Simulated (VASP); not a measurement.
The system is LiCl.

```
Li Cl
1.0
     0.00000    2.55604    2.61815
     2.55604    0.00000    2.61815
     2.55604    2.55604    0.00000
Li Cl
1 1
Direct
  0.00000 0.00000 0.00000
  0.50000 0.50000 0.50000
```

This cell differs from its parent crystal: uniaxial z strain +2.4%.

Program: VASP 6.6.1. Alike in all runs: task single point; potentials or basis VASP PAW PBE potentials, release 64 (Li_sv, Cl); no spin polarisation; cell as given; cutoff (eV) 520. Hardware: 1 thread of Intel(R) Xeon(R) 6975P-C (Granite Rapids) (shared host).

Q: Order these runs on this cell by their wall time, lowest first.
A. level r2SCAN; k mesh 8 × 8 × 8; smearing gaussian 0.01 eV
B. level PBE; k mesh 8 × 8 × 8; smearing fermi-dirac 0.02 eV
C. level HSE06; k mesh 6 × 6 × 6; smearing gaussian 0.01 eV; grid for exact exchange (PRECFOCK) Normal; screening parameter 0.2079 1/Å

A: B (11 s), A (50 s), C (510 s).
